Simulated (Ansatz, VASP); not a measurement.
One calculation of CsI, two programs

The input POSCAR:

```
CsI
1.0
    4.6080833777      0.0000000000      0.0000000000
    0.0000000000      4.6080833777      0.0000000000
    0.0000000000      0.0000000000      4.6080833777
Cs I
1 1
Direct
    0.0000000000      0.0000000000      0.0000000000
    0.5000000000      0.5000000000      0.5000000000
```

File INCAR.step1:

```
SYSTEM = CsI
PREC = Accurate ; ENCUT = 400
EDIFF = 1E-5 ; ISMEAR = 0
SIGMA = 0.01 ; LREAL = .FALSE.
LASPH = .TRUE. ; NELM = 120
ALGO = Normal ; ISIF = 2
LWAVE = .TRUE. ; GGA = PE
NBANDS = 15 ; GGA_COMPAT = .FALSE.
```

INCAR.step2

```
SYSTEM = CsI
PREC = Accurate ; ENCUT = 400
EDIFF = 1E-6 ; ISMEAR = 0
SIGMA = 0.01 ; LREAL = .FALSE.
LASPH = .TRUE. ; NELM = 120
ALGO = Normal ; ISIF = 2
LWAVE = .FALSE. ; LCHARG = .TRUE.
GGA = PE ; LHFCALC = .TRUE.
AEXX = 0.75 ; HFSCREEN = 0.3
PRECFOCK = Normal ; LELF = .TRUE.
LVHAR = .TRUE. ; ISTART = 1
NBANDS = 15 ; GGA_COMPAT = .FALSE.
```

KPOINTS

```
Automatic mesh
0
G
  4 4 4
  0 0 0
```

Input for Ansatz:

```yaml
crystal:
  lattice:
    - [4.6080833777, 0.0, 0.0]
    - [0.0, 4.6080833777, 0.0]
    - [0.0, 0.0, 4.6080833777]
  atoms:
    - { symbol: Cs, position: [0.0, 0.0, 0.0] }
    - { symbol: I, position: [0.5, 0.5, 0.5] }
kpoints:
  mp_grid: { grid: [4, 4, 4] }
hamiltonian:
  xc: { exchange: pbe, correlation: pbe, exx: { coeff: 0.75, omega: 0.3 } }
scf:
  occupations: { method: fixed }
  n_extra_bands: 4
output:
  forces: true
  stress: true
  eigenvalues: true
```

Alike in both runs: task single point; functional PBE-based screened hybrid; k mesh 4 × 4 × 4; no spin polarisation.

|  | VASP | Ansatz |
| --- | --- | --- |
| version | VASP 6.6.1 | Ansatz 0.2.0 |
| potentials or method | VASP PAW PBE potentials, release 64 (Cs_sv, I) | plane waves |
| plane-wave cutoff (eV) | 400 | 420 |
| occupations | gaussian, width 0.01 eV | fixed |
| valence electrons in the cell | 16 | 26 |

Ansatz gave:

| Item | Value |
| --- | --- |
| gap on the k mesh at the Fermi level (eV) | 6.24 |
| pressure (GPa) | -0.2 |

Which values does VASP return?

gap on the k mesh at the Fermi level (eV): 6.21; pressure (GPa): -0.3.

VASP's potentials were made for PBE, not for PBE-based screened hybrid. VASP's potentials hold 16 valence electrons a cell and Ansatz's 26, so a difference there can come from the potentials and not from the codes. Ansatz's warnings: stress exchange threshold loose, stress scf threshold loose.

Spin-orbit coupling is off throughout.
